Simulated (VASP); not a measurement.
Runs of VASP 6.6.1 on BaO. The structure is that of space group Fm-3m (No. 225), or close to it. The cells are those of the table. 

```tsv
task	cell	cutoff (eV)	gap on the mesh (eV)	pressure (GPa)
electric field gradients	a = 3.823 Å, angles 60.0°, 2 atoms	520	1.79	10.1
single point	a = 3.856 Å, angles 60.0°, 2 atoms	600	1.89	7.2
electric field gradients	a = 3.953 Å, angles 60.0°, 2 atoms	520	2.14	0.9
single point	a = 3.823 Å, angles 60.0°, 2 atoms	600	1.79	(a)
electric field gradients	a = 3.921 Å, angles 60.0°, 2 atoms	520	2.07	(b)
single point	a = 3.953 Å, angles 60.0°, 2 atoms	600	2.14	0.9
```

Alike in all rows: level PBE; potentials or basis VASP PAW PBE potentials, release 64 (Ba_sv, O); no spin polarisation; k mesh 9 × 9 × 9; smearing fermi-dirac 0.02 eV.

Question: Estimate the missing entries.

Answer: (a) 10.0; (b) 2.8.

Caveats: spin-orbit coupling is left out, which moves the levels of the heavy elements.

A k mesh can miss the band edges, and the runs leave out spin-orbit coupling on Ba.
